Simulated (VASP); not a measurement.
# Au (Fm-3m) in VASP: single point with LDA

Aim: the single point of Au with LDA.

Everything below comes from runs of VASP 6.6.1. Logs are shortened: lines on timing, memory, paths and dates and some standing lists are left out, and cuts for length are marked.

## (1) The cell of the first run

The structure is cubic, space group Fm-3m (No. 225). The conventional cell has a = 4.046 Å, b = 4.046 Å, c = 4.046 Å, α = 90.00°, β = 90.00°, γ = 90.00°. Au (site symmetry m-3m) has 12 Au at 2.86 Å within 3.8 Å.

## (2) Single point, LDA

INCAR reads:

```
SYSTEM = Au
PREC     = Accurate       ! precision mode
ENCUT    = 500            ! plane-wave cutoff, eV
EDIFF    = 1E-6           ! SCF threshold, eV
ISMEAR   = -1             ! smearing method
SIGMA    = 0.05           ! smearing width, eV
LREAL    = .FALSE.        ! projectors in reciprocal space
LASPH    = .TRUE.         ! aspherical terms in the spheres
NELM     = 120            ! most SCF steps
ALGO     = Normal         ! electronic algorithm
ISIF     = 2              ! what is computed and relaxed
LWAVE    = .FALSE.        ! write WAVECAR
LCHARG   = .FALSE.        ! write CHGCAR
GGA      = CA             ! functional
NBANDS   = 12             ! bands
GGA_COMPAT= .FALSE.
```

KPOINTS reads:

```
Automatic mesh
0
G
  7 7 7
  0 0 0
```

POSCAR reads:

```
Au
1.0
    0.0000000000      2.0230019431      2.0230019431
    2.0230019431      0.0000000000      2.0230019431
    2.0230019431      2.0230019431      0.0000000000
Au
1
Direct
    0.0000000000      0.0000000000      0.0000000000
```

Potentials or basis: VASP PAW LDA potentials, release 64 (Au).

On the command line:

```sh
$ cat potpaw_LDA.64/Au/POTCAR > POTCAR
$ mpirun -np 1 vasp_std > vasp.out
```

OUTCAR:

```text
SYSTEM = Au
   PREC = Accurate
   ENCUT = 500
   EDIFF = 1E-6
   ISMEAR = -1
   LREAL = .FALSE.
   LASPH = .TRUE.
   NELM = 120
   ISIF = 2
   GGA = CA

 ion  position               nearest neighbor table
   1  0.000  0.000  0.000-

  LATTYP: Found a face centered cubic cell.
 ALAT       =     4.0460038862

  Lattice vectors:

 A1 = (   0.0000000000,   2.0230019431,   2.0230019431)
 A2 = (   2.0230019431,   0.0000000000,   2.0230019431)
 A3 = (   2.0230019431,   2.0230019431,   0.0000000000)

Analysis of symmetry for initial positions (statically):
=====================================================================
 Subroutine PRICEL returns:
 Original cell was already a primitive cell.

 Routine SETGRP: Setting up the symmetry group for a
 face centered cubic supercell.

 Subroutine GETGRP returns: Found 48 space group operations
 (whereof 48 operations were pure point group operations)
 out of a pool of 48 trial point group operations.

The static configuration has the point symmetry O_h .

Analysis of symmetry for dynamics (positions and initial velocities):
=====================================================================
 Subroutine PRICEL returns:
 Original cell was already a primitive cell.

 Routine SETGRP: Setting up the symmetry group for a
 face centered cubic supercell.

 Subroutine GETGRP returns: Found 48 space group operations
 (whereof 48 operations were pure point group operations)
 out of a pool of 48 trial point group operations.

The dynamic configuration has the point symmetry O_h .

 Subroutine INISYM returns: Found 48 space group operations
 (whereof 48 operations are pure point group operations),
 and found     1 'primitive' translations

----------------------------------------------------------------------------------------

                                     Primitive cell

  volume of cell :      16.5584

  direct lattice vectors                    reciprocal lattice vectors
     0.000000000  2.023001943  2.023001943    -0.247157449  0.247157449  0.247157449
     2.023001943  0.000000000  2.023001943     0.247157449 -0.247157449  0.247157449
     2.023001943  2.023001943  0.000000000     0.247157449  0.247157449 -0.247157449

  length of vectors
     2.860956785  2.860956785  2.860956785     0.428089259  0.428089259  0.428089259

  position of ions in fractional coordinates (direct lattice)
     0.000000000  0.000000000  0.000000000

  ion indices of the primitive-cell ions
   primitive index   ion index
                 1           1

----------------------------------------------------------------------------------------

 KPOINTS: Automatic mesh

Automatic generation of k-mesh.
 Grid dimensions read from file:
 generate k-points for:    7    7    7

 Generating k-lattice:

  Cartesian coordinates                     Fractional coordinates (reciprocal lattice)
    -0.035308207  0.035308207  0.035308207     0.142857143  0.000000000  0.000000000
     0.035308207 -0.035308207  0.035308207     0.000000000  0.142857143  0.000000000
     0.035308207  0.035308207 -0.035308207     0.000000000  0.000000000  0.142857143

  Length of vectors
     0.061155608  0.061155608  0.061155608

  Shift w.r.t. Gamma in fractional coordinates (k-lattice)
     0.000000000  0.000000000  0.000000000

 Subroutine IBZKPT returns following result:
 ===========================================

 Found     20 irreducible k-points:

 Following reciprocal coordinates:
            Coordinates               Weight
  0.000000  0.000000  0.000000      1.000000
  0.142857  0.000000  0.000000      8.000000
  0.285714  0.000000  0.000000      8.000000
  0.428571  0.000000  0.000000      8.000000
  0.142857  0.142857  0.000000      6.000000
  0.285714  0.142857  0.000000     24.000000
[... 12 lines left out ...]
 -0.428571  0.428571  0.142857     24.000000
 -0.285714  0.428571  0.142857     24.000000
   k-points           NKPTS =     20   k-points in BZ     NKDIM =     20   number of bands    NBANDS=     12
   number of dos      NEDOS =    301   number of ions     NIONS =      1
   total plane-waves  NPLWV =  13824
   dimension x,y,z NGX =    24 NGY =   24 NGZ =   24
   dimension x,y,z NGXF=    48 NGYF=   48 NGZF=   48
   ions per type =               1
   NGX,Y,Z   is equivalent  to a cutoff of  13.95, 13.95, 13.95 a.u.
   NGXF,Y,Z  is equivalent  to a cutoff of  27.89, 27.89, 27.89 a.u.
 SYSTEM =  Au
   PREC   = accura    normal or accurate (medium, high low for compatibility)
   ISTART =      0    job   : 0-new  1-cont  2-samecut
   ICHARG =      2    charge: 1-file 2-atom 10-const
   ISPIN  =      1    spin polarized calculation?
   LNONCOLLINEAR =      F non collinear calculations
   LSORBIT =      F    spin-orbit coupling
   LASPH  =      T    aspherical Exc in radial PAW
   ENCUT  =  500.0 eV  36.75 Ry    6.06 a.u.   5.22  5.22  5.22*2*pi/ulx,y,z
   NELM   =    120;   NELMIN=  2; NELMDL= -5     # of ELM steps
   EDIFF  = 0.1E-05   stopping-criterion for ELM
   LREAL  =      F    real-space projection
   EDIFFG = 0.1E-04   stopping-criterion for IOM
   NSW    =      0    number of steps for IOM
   IBRION =     -1    ionic relax: 0-MD 1-quasi-New 2-CG
   NFREE  =      0    steps in history (QN), initial steepest desc. (CG)
   ISIF   =      2    stress and relaxation
   ISYM   =      2    0-nonsym 1-usesym 2-fastsym
   POTIM  = 0.5000    time-step for ionic-motion
   TEBEG  =    0.0;   TEEND  =   0.0 temperature during run
   PSTRESS=    0.0 pullay stress
   NELECT =      11.0000    total number of electrons
   NUPDOWN=      -1.0000    fix difference up-down
   EMIN   =  10.00;   EMAX   =-10.00  energy-range for DOS
   EFERMI =   0.00;   METHOD = LEGACY
   ISMEAR =    -1;   SIGMA  =   0.05  broadening in eV -4-tet -1-fermi 0-gaus
   EFERMI_NEDOS =   21; number of points for ismear=-14 and -15
   IALGO  =     38    algorithm
   IMIX   =      4    mixing-type and parameters
     AMIX     =   0.40;   BMIX     =  1.00
     AMIX_MAG =   1.60;   BMIX_MAG =  1.00
  volume/ion in A,a.u.               =      16.56       111.74
  Fermi-wavevector in a.u.,A,eV,Ry     =   1.428453  2.699386 27.762406  2.040479
  Thomas-Fermi vector in A             =   2.548514
   LORBIT       =      0    0 simple, 1 ext, 2 COOP (PROOUT), +10 PAW based schemes
   GGA     = CA    functional components
   LHFCALC =     F    Hartree Fock is set to
   AEXX    =    0.0000 exact exchange contribution
   IVDW    =     0    specifies the selected vdW correction
   LEPSILON=     F    determine dielectric tensor
   LRPA    =     F    only Hartree local field effects (RPA)
 non-spin polarized calculation
  energy-cutoff  :      500.00
  volume of cell :       16.56
 maximum number of plane-waves:       431
 NGX is ok and might be reduce to    24
   NGX = 11   NGY = 11   NGZ = 11

 number of electron      10.9999999 magnetization

 Free energy of the ion-electron system (eV)
  ---------------------------------------------------
  ext. energy  EPLUGINS =         0.00000000
  ---------------------------------------------------
  free energy    TOTEN  =        -4.49905864 eV

  energy without entropy =       -4.49767989  energy(sigma->0) =       -4.49836926

 E-fermi :   9.2723     XC(G=0): -13.1482

 val. band max:        8.9960040781   @ k =   0.4286   0.2857   0.0000
 cond. band min:       9.2858252842   @ k =   0.4286   0.4286   0.0000
 fundamental gap:      0.2898212061
 Fermi energy:         9.2722598288

 k-point     1 :       0.0000    0.0000    0.0000
  band No.  band energies     occupation
      1      -0.4427      2.00000
      2       4.9216      2.00000
      3       4.9216      2.00000
      4       4.9216      2.00000
      5       6.5394      2.00000
      6       6.5394      2.00000
      7      24.2231      0.00000
      8      28.3407      0.00000
      9      28.3407      0.00000
     10      28.3407      0.00000
     11      33.4613      0.00000
     12      38.3754      0.00000

 k-point     2 :       0.1429    0.0000    0.0000
  band No.  band energies     occupation
      1       0.2614      2.00000
      2       4.7236      2.00000
      3       5.1337      2.00000
      4       5.1337      2.00000
      5       6.4716      2.00000
      6       6.4716      2.00000
      7      24.6946      0.00000
      8      25.4338      0.00000
      9      29.1947      0.00000
     10      29.1947      0.00000
     11      33.0162      0.00000
     12      35.3614      0.00000

 k-point     3 :       0.2857    0.0000    0.0000
  band No.  band energies     occupation
      1       1.7287      2.00000
      2       5.0151      2.00000
      3       5.1716      2.00000
      4       5.1716      2.00000
      5       6.8942      2.00000
      6       6.8942      2.00000
      7      19.7064      0.00000
      8      25.0899      0.00000
      9      29.6602      0.00000
     10      29.6602      0.00000
     11      32.1431      0.00000
     12      32.9773      0.00000
[... 226 lines left out ...]
 k-point    19 :      -0.4286    0.4286    0.1429
  band No.  band energies     occupation
      1       3.1226      2.00000
      2       3.3707      2.00000
      3       5.6956      2.00000
      4       7.1038      2.00000
      5       7.9013      2.00000
      6      11.6947      0.00000
      7      16.5938      0.00000
      8      18.9458      0.00000
      9      20.2920      0.00000
     10      30.3979      0.00000
     11      30.6364      0.00000
     12      35.5593      0.00000

 k-point    20 :      -0.2857    0.4286    0.1429
  band No.  band energies     occupation
      1       3.5316      2.00000
      2       4.0262      2.00000
      3       4.8954      2.00000
      4       6.4565      2.00000
      5       7.8935      2.00000
      6      13.6053      0.00000
      7      15.7171      0.00000
      8      16.9653      0.00000
      9      20.8738      0.00000
     10      30.0942      0.00000
     11      33.5688      0.00000
     12      35.4424      0.00000

------------------------ aborting loop because EDIFF is reached ----------------------------------------

  FORCE on cell =-STRESS in cart. coord.  units (eV):
  Direction    XX          YY          ZZ          XY          YZ          ZX
  --------------------------------------------------------------------------------------
  -------------------------------------------------------------------------------------
  Total        0.0548537      0.0548537      0.0548537      0.0000000      0.0000000      0.0000000
  in kB        5.3075907      5.3075907      5.3075907      0.0000000      0.0000000      0.0000000
  external PRESSURE =       5.3075907 kB  Pullay stress =       0.0000000 kB

 VOLUME and BASIS-vectors are now :
 -----------------------------------------------------------------------------
  energy-cutoff  :      500.00
  volume of cell :       16.56
      direct lattice vectors                 reciprocal lattice vectors
     0.000000000  2.023001943  2.023001943    -0.247157449  0.247157449  0.247157449
     2.023001943  0.000000000  2.023001943     0.247157449 -0.247157449  0.247157449
     2.023001943  2.023001943  0.000000000     0.247157449  0.247157449 -0.247157449

 POSITION                                       TOTAL-FORCE (eV/Angst)
 -----------------------------------------------------------------------------------
      0.00000      0.00000      0.00000         0.000000     -0.000000      0.000000
 -----------------------------------------------------------------------------------
    total drift:                                0.000000     -0.000000     -0.000000

  FREE ENERGIE OF THE ION-ELECTRON SYSTEM (eV)
  ---------------------------------------------------
  free  energy   TOTEN  =        -4.4990586416 eV

  energy  without entropy=       -4.4976798853  energy(sigma->0) =       -4.49836926
```

Wall time 5.6 s (1 thread of Intel Xeon 8259CL, shared host); peak memory 0.13 GiB.

Results:

```
Free energy : -4.4991 eV
Pressure    : 0.5 GPa
```

Caveat: the k points lie up to 0.38 Å⁻¹ apart; spin-orbit coupling is left out, which moves the levels of the heavy elements.
